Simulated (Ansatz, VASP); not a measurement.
**Ni: VASP beside Ansatz**

Contents of INCAR:

```
PREC = Accurate ; ENCUT = 520
EDIFF = 1E-6 ; ISMEAR = -1
SIGMA = 0.1 ; LREAL = False
LASPH = True ; NELM = 150
ALGO = Normal ; ISIF = 2
LWAVE = False ; LCHARG = False
ISPIN = 2 ; MAGMOM = 0.672
LORBIT = 11 ; LMAXMIX = 4
GGA = PE ; NBANDS = 15
```

KPOINTS

```
regular mesh
0
Gamma
  15 15 15
```

The input POSCAR:

```
Ni
1.0
    0.0000000000      1.7596893266      1.7596893266
    1.7596893266      0.0000000000      1.7596893266
    1.7596893266      1.7596893266      0.0000000000
Ni
1
Direct
    0.0000000000      0.0000000000      0.0000000000
```

Input for Ansatz:

```yaml
crystal:
  lattice:
    - [0.0, 1.7596893266, 1.7596893266]
    - [1.7596893266, 0.0, 1.7596893266]
    - [1.7596893266, 1.7596893266, 0.0]
  atoms:
    - { symbol: Ni, position: [0.0, 0.0, 0.0], spin: 0.672 }
hamiltonian:
  xc: pbe
  pseudopotentials:
    kind: paw
    azcp:
      Ni: "pseudopotentials/Ni.paw.azcp"
basis:
  ecutwfc: 420
  fft_grid_basis: typed
kpoints:
  mp_grid: { grid: [15, 15, 15], shift: [0, 0, 0] }
magnetization:
  spin_polarized: true
scf:
  occupations: { method: fermi_dirac, width: 0.1 }
  lower_state_search: "off"
output:
  stress: true
```

Alike in both runs: task single point; functional PBE; k mesh 15 × 15 × 15; occupations fermi-dirac, width 0.1 eV; collinear spin.

|  | VASP | Ansatz |
| --- | --- | --- |
| version | VASP 6.6.1 | Ansatz 0.2.0 |
| potentials or method | VASP PAW PBE potentials, release 64 (Ni), cutoff 520 eV | plane waves (420 eV) with PAW, scalar-relativistic |
| valence electrons in the cell | 10 | 18 |

```csv
,VASP,Ansatz,Ansatz less VASP
pressure (GPa),0.2,0.3,+0.07
net moment per atom (μB),0.63,0.64,+0.014
size of the moment on the site where the two differ most (μB),0.64,0.68,+0.039
```

Site moments also hang on the region over which each program counts them. The functional is the same, so the differences come from potentials, cutoffs and numerics. VASP's potentials hold 10 valence electrons a cell and Ansatz's 18, so a difference there can come from the potentials and not from the codes.
